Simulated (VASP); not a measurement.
The system is SiB2.

```
Si B
1.0
     2.97465    0.00000    0.00000
    -1.48732    2.57612    0.00000
     0.00000    0.00000    7.42151
Si B
2 4
Direct
  0.33333 0.66667 0.25000
  0.66667 0.33333 0.75000
  0.33333 0.66667 0.97619
  0.66667 0.33333 0.02381
  0.66667 0.33333 0.47619
  0.33333 0.66667 0.52381
```

```yaml
Program: VASP 6.6.1
Task: relaxation of cell and atoms
Functional: PBE
Potentials_or_basis: VASP PAW PBE potentials, release 64 (Si, B)
Cutoff: 600 eV
k_mesh: 12 × 12 × 4
Occupations: gaussian, width 0.1 eV
Spin: no spin polarisation
```

At the start: pressure -1.6 GPa; volume 9.48 Å³/atom.

Q: How do energy, volume and symmetry change on relaxing?

A: Over 9 steps the energy falls by 5.3 meV/atom and the volume is 9.34 Å³/atom (-1.5 %); space group P6_3/mmc (No. 194, to 0.1 Å) before and after.

Step by step:
```tsv
step	energy change (eV)	largest force (eV/Å)	pressure (GPa)	volume (Å³)
1	0.0000	0.0963	-1.63	56.87
2	-0.0133	0.3650	1.57	56.07
3	-0.0251	0.1743	0.23	56.38
4	-0.0292	0.1026	-0.34	56.42
5	-0.0301	0.0412	-0.81	56.45
6	-0.0316	0.0315	-0.18	56.05
7	-0.0317	0.0196	-0.28	56.11
8	-0.0317	0.0185	0.27	55.95
9	-0.0318	0.0004	0.00	56.03
```

Final structure:
```
Si B
1.0
     2.98326    0.00000    0.00000
    -1.49163    2.58358    0.00000
     0.00000    0.00000    7.26940
Si B
2 4
Direct
  0.33333 0.66667 0.25000
  0.66667 0.33333 0.75000
  0.33333 0.66667 0.97398
  0.66667 0.33333 0.02602
  0.66667 0.33333 0.47398
  0.33333 0.66667 0.52602
```
